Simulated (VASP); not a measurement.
Input of a VASP 6.6.1 run:

The input POSCAR:

```
Sr
1.0
    0.0000000000      3.0219309284      3.0219309284
    3.0219309284      0.0000000000      3.0219309284
    3.0219309284      3.0219309284      0.0000000000
Sr
1
Direct
    0.0000000000      0.0000000000      0.0000000000
```

The input INCAR.step1:

```
PREC = Accurate
ENCUT = 520
EDIFF = 1E-5
ISMEAR = -1
SIGMA = 0.05
LREAL = False
LASPH = True
NELM = 60
ALGO = Normal
ISIF = 2
LWAVE = True
GGA = PE
NBANDS = 11
```

INCAR.step2

```
PREC = Accurate
ENCUT = 520
EDIFF = 1E-6
ISMEAR = -1
SIGMA = 0.05
LREAL = False
LASPH = True
NELM = 60
ALGO = Normal
ISIF = 2
LWAVE = False
LCHARG = True
GGA = PE
LHFCALC = True
HFSCREEN = 0.2079
PRECFOCK = Normal
LELF = True
LVHAR = True
ISTART = 1
NBANDS = 11
```

Contents of KPOINTS:

```
Automatic mesh
0
Gamma
  4 4 4
```

Potentials or basis: VASP PAW PBE potentials, release 64 (Sr_sv).

Run with:

```bash
$ cat potpaw_PBE.64/Sr_sv/POTCAR > POTCAR
$ cp INCAR.step1 INCAR
$ mpirun -np 1 vasp_std > vasp.out
$ cp INCAR.step2 INCAR
$ mpirun -np 1 vasp_std > vasp.out
```

Task: Estimate the pressure.

Result: 0.7 GPa.

Task: Predict the band gap on the k mesh.

Result: Zero (band 5 reaches 1.75 eV, above the bottom of band 6 at 1.49 eV).

Caveat: the k points lie up to 0.45 Å⁻¹ apart; the PAW data sets were made with another functional, which shifts forces and pressure a little.
